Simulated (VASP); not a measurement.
The system is BN.

```
N B
1.0
     2.49824    0.00000    0.00000
    -1.24912    2.16354    0.00000
     0.00000    0.00000    6.63570
N B
2 2
Direct
  0.66667 0.33333 0.25000
  0.33333 0.66667 0.75000
  0.66667 0.33333 0.75000
  0.33333 0.66667 0.25000
```

Base run:

| Item | Value |
| --- | --- |
| Program | VASP 6.6.1 |
| Functional | revPBE |
| Potentials or basis | VASP PAW PBE potentials, release 64 (N, B) |
| Cutoff | 520 eV |
| k mesh | 12 × 12 × 4 |
| Occupations | fermi-dirac, width 0.05 eV |
| Spin | no spin polarisation |

Its results: band gap on the k mesh 4.37 eV, indirect (least direct gap 4.72 eV); pressure 8.2 GPa.

Question: The run is repeated on the same cell with these changes: functional from revPBE to BLYP. What comes out?

Answer: Band gap on the k mesh 4.36 eV, indirect (least direct gap 4.72 eV); pressure 7.1 GPa.

Caveats: the PAW data sets were made with another functional, which shifts forces and pressure a little; this functional lacks dispersion, which binds the layers, so the pressure and a relaxed spacing across them are unreliable.

A k mesh can miss the band edges.
